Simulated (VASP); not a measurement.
# KF (Fm-3m) in VASP: notebook, part 2 of 2

VASP 6.6.1. The steps go on from the part before.

## 3. Single point, PBEsol (volume scaled by 0.98)

Input file INCAR:

```
SYSTEM = KF
PREC     = Accurate       ! precision mode
ENCUT    = 520            ! plane-wave cutoff, eV
EDIFF    = 1E-6           ! SCF threshold, eV
ISMEAR   = -1             ! smearing method
SIGMA    = 0.01           ! smearing width, eV
LREAL    = .False.        ! projectors in reciprocal space
LASPH    = .True.         ! aspherical terms in the spheres
NELM     = 60             ! most SCF steps
ALGO     = Normal         ! electronic algorithm
ISIF     = 2              ! what is computed and relaxed
LWAVE    = .False.        ! write WAVECAR
LCHARG   = .False.        ! write CHGCAR
GGA      = PS             ! functional
NBANDS   = 15             ! bands
```

Input file KPOINTS:

```
regular mesh
0
Gamma
  9 9 9
  0 0 0
```

Input file POSCAR:

```
KF
1.0
    0.0000000000      2.6555565063      2.6555565063
    2.6555565063      0.0000000000      2.6555565063
    2.6555565063      2.6555565063      0.0000000000
K F
1 1
Direct
    0.0000000000      0.0000000000      0.0000000000
    0.5000000000      0.5000000000      0.5000000000
```

Potentials or basis: VASP PAW PBE potentials, release 64 (K_sv, F).

Started as:

```console
cat potpaw_PBE.64/K_sv/POTCAR potpaw_PBE.64/F/POTCAR > POTCAR
mpirun -np 1 vasp_std > vasp.out
```

OUTCAR:

```text
SYSTEM = KF
   PREC = Accurate
   ENCUT = 520
   EDIFF = 1E-6
   ISMEAR = -1
   LREAL = .False.
   LASPH = .True.
   NELM = 60
   ISIF = 2
   GGA = PS

 ion  position               nearest neighbor table
   1  0.000  0.000  0.000-   2 2.66   2 2.66   2 2.66   2 2.66   2 2.66   2 2.66
   2  0.500  0.500  0.500-   1 2.66   1 2.66   1 2.66   1 2.66   1 2.66   1 2.66

  LATTYP: Found a face centered cubic cell.
 ALAT       =     5.3111130126

  Lattice vectors:

 A1 = (   0.0000000000,   2.6555565063,   2.6555565063)
 A2 = (   2.6555565063,   0.0000000000,   2.6555565063)
 A3 = (   2.6555565063,   2.6555565063,   0.0000000000)

Analysis of symmetry for initial positions (statically):
=====================================================================
 Subroutine PRICEL returns:
 Original cell was already a primitive cell.

 Routine SETGRP: Setting up the symmetry group for a
 face centered cubic supercell.

 Subroutine GETGRP returns: Found 48 space group operations
 (whereof 48 operations were pure point group operations)
 out of a pool of 48 trial point group operations.

The static configuration has the point symmetry O_h .

Analysis of symmetry for dynamics (positions and initial velocities):
[... 164 lines left out ...]

 k-point     1 :       0.0000    0.0000    0.0000
  band No.  band energies     occupation
      1     -28.7738      2.00000
      2     -21.3977      2.00000
      3     -12.0712      2.00000
      4     -12.0712      2.00000
      5     -12.0712      2.00000
      6      -2.8598      2.00000
      7      -2.8598      2.00000
      8      -2.8598      2.00000
      9       3.2618      0.00000
     10       7.8233      0.00000
     11       7.8233      0.00000
     12       7.8233      0.00000
     13       9.5233      0.00000
     14       9.5233      0.00000
[... 401 lines left out ...]
      2     -21.4231      2.00000
      3     -12.6487      2.00000
      4     -12.2948      2.00000
      5     -12.2948      2.00000
      6      -3.1011      2.00000
      7      -2.9128      2.00000
      8      -2.9128      2.00000
      9       5.3009      0.00000
     10       7.2561      0.00000
     11       9.0450      0.00000
     12      10.7902      0.00000
     13      11.3327      0.00000
     14      11.3327      0.00000
     15      13.4222      0.00000

 [... further k-points ...]
[... 5 lines left out ...]
  --------------------------------------------------------------------------------------
  -------------------------------------------------------------------------------------
  Total       -0.0065069     -0.0065069     -0.0065069      0.0000000      0.0000000     -0.0000000
  in kB       -0.2783490     -0.2783490     -0.2783490      0.0000000      0.0000000     -0.0000000
  external PRESSURE =      -0.2783490 kB  Pullay stress =       0.0000000 kB

 VOLUME and BASIS-vectors are now :
 -----------------------------------------------------------------------------
  energy-cutoff  :      520.00
  volume of cell :       37.45
      direct lattice vectors                 reciprocal lattice vectors
     0.000000000  2.655556506  2.655556506    -0.188284451  0.188284451  0.188284451
     2.655556506  0.000000000  2.655556506     0.188284451 -0.188284451  0.188284451
     2.655556506  2.655556506  0.000000000     0.188284451  0.188284451 -0.188284451

 POSITION                                       TOTAL-FORCE (eV/Angst)
 -----------------------------------------------------------------------------------
      0.00000      0.00000      0.00000         0.000000      0.000000      0.000000
      2.65556      2.65556      2.65556        -0.000000     -0.000000     -0.000000
 -----------------------------------------------------------------------------------
    total drift:                                0.000000      0.000000      0.000000

  FREE ENERGIE OF THE ION-ELECTRON SYSTEM (eV)
  ---------------------------------------------------
  free  energy   TOTEN  =        -8.5201778882 eV

  energy  without entropy=       -8.5201778881  energy(sigma->0) =       -8.52017789
```

stdout:

```text
POSCAR found type information on POSCAR K F
 POSCAR found :  2 types and       2 ions
 scaLAPACK will be used
 -----------------------------------------------------------------------------
|                                                                             |
|                                                                             |
|     You enforced a specific xc type in the INCAR file but a different       |
|     I HOPE YOU KNOW WHAT YOU ARE DOING!                                     |
|                                                                             |
 -----------------------------------------------------------------------------

 LDA part: xc-table for (Slater+PW92), standard interpolation
 POSCAR, INCAR and KPOINTS ok, starting setup
 FFT: planning ... GRIDC
 FFT: planning ... GRID_SOFT
 FFT: planning ... GRID
 WAVECAR not read
 entering main loop
```

Wall time 9.3 s (1 thread of Intel Xeon 6975P-C (Granite Rapids), shared host); peak memory 0.16 GiB.

Results:

* Free energy: -8.5202 eV
* Pressure: 0.0 GPa
* Band gap on the k mesh: 6.12 eV, direct

Caveat: the PAW data sets were made with another functional, which shifts forces and pressure a little.

## 4. Single point, PBEsol (volume scaled by 1.01)

Input file INCAR:

```
PREC     = Accurate       # precision mode
ENCUT    = 520            # plane-wave cutoff, eV
EDIFF    = 1E-7           # SCF threshold, eV
ISMEAR   = -1             # smearing method
SIGMA    = 0.01           # smearing width, eV
LREAL    = False          # projectors in reciprocal space
LASPH    = True           # aspherical terms in the spheres
NELM     = 100            # most SCF steps
ALGO     = Normal         # electronic algorithm
ISIF     = 2              # what is computed and relaxed
LWAVE    = False          # write WAVECAR
LCHARG   = True           # write CHGCAR
GGA      = PS             # functional
LELF     = True           # ELF
LVHAR    = True         
NBANDS   = 15             # bands
```

Input file KPOINTS:

```
Automatic mesh
0
Gamma
  9 9 9
```

Input file POSCAR:

```
KF
1.0
    0.0000000000      2.6823821250      2.6823821250
    2.6823821250      0.0000000000      2.6823821250
    2.6823821250      2.6823821250      0.0000000000
K F
1 1
Direct
    0.0000000000      0.0000000000      0.0000000000
    0.5000000000      0.5000000000      0.5000000000
```

Started as:

```console
cat potpaw_PBE.64/K_sv/POTCAR potpaw_PBE.64/F/POTCAR > POTCAR
mpirun -np 1 vasp_std > vasp.out
```

Wall time 11 s (1 thread of Intel Xeon 6975P-C (Granite Rapids), shared host); peak memory 0.15 GiB.

Results (log left out):

| Property | Result |
| --- | --- |
| Free energy | -8.5179 eV |
| Pressure | -1.0 GPa |
| Band gap on the k mesh | 5.97 eV, direct |

Levels at points of the mesh, in eV from the valence-band top:
```tsv
k point	band 6	band 7	band 8	band 9	band 10	band 11
(0.00, 0.00, 0.00)	0.00	0.00	0.00	5.97	10.60	10.60
```

Caveat: the PAW data sets were made with another functional, which shifts forces and pressure a little. A k mesh can miss the band edges.

## 5. Single point, PBEsol (volume scaled by 1.04)

Input file INCAR:

```
PREC = Accurate
ENCUT = 520
EDIFF = 1E-6
ISMEAR = -1
SIGMA = 0.01
LREAL = False
LASPH = True
NELM = 80
ALGO = Normal
ISIF = 2
LWAVE = False
LCHARG = False
GGA = PS
NBANDS = 15
```

KPOINTS is that of step 4.

Input file POSCAR:

```
KF
1.0
    0.0000000000      2.7086816661      2.7086816661
    2.7086816661      0.0000000000      2.7086816661
    2.7086816661      2.7086816661      0.0000000000
K F
1 1
Direct
    0.0000000000      0.0000000000      0.0000000000
    0.5000000000      0.5000000000      0.5000000000
```

Started as:

```console
cat potpaw_PBE.64/K_sv/POTCAR potpaw_PBE.64/F/POTCAR > POTCAR
mpirun -np 1 vasp_std > vasp.out
```

It took 10 s on 1 thread of Intel Xeon 6975P-C (Granite Rapids), shared host; peak memory 0.16 GiB.

The run converged. Its results:

```yaml
Free_energy: -8.5095 eV
Pressure: -1.8 GPa
Band_gap_on_the_k_mesh: 5.83 eV, direct
```

Levels at points of the mesh, in eV from the valence-band top:
```tsv
k point	band 6	band 7	band 8	band 9	band 10	band 11
(0.00, 0.00, 0.00)	0.00	0.00	0.00	5.83	10.52	10.52
```

Caveat: the PAW data sets were made with another functional, which shifts forces and pressure a little. A k mesh can miss the band edges.

## 6. Summary

| cell | gap on the mesh (eV) | pressure (GPa) |
| --- | --- | --- |
| a = 3.704 Å, angles 60.0°, 2 atoms | 6.34 | 1.5 |
| a = 3.756 Å, angles 60.0°, 2 atoms | 6.12 | 0.0 |
| a = 3.793 Å, angles 60.0°, 2 atoms | 5.97 | -1.0 |
| a = 3.831 Å, angles 60.0°, 2 atoms | 5.83 | -1.8 |

Alike in all rows: task single point; level PBEsol; potentials or basis VASP PAW PBE potentials, release 64 (K_sv, F); no spin polarisation; k mesh 9 × 9 × 9; cutoff (eV) 520; smearing fermi-dirac 0.01 eV.

Caveats: the PAW data sets were made with another functional, which shifts forces and pressure a little.

Total energies depend on the potentials used, so only differences within one code and one set of settings carry meaning.
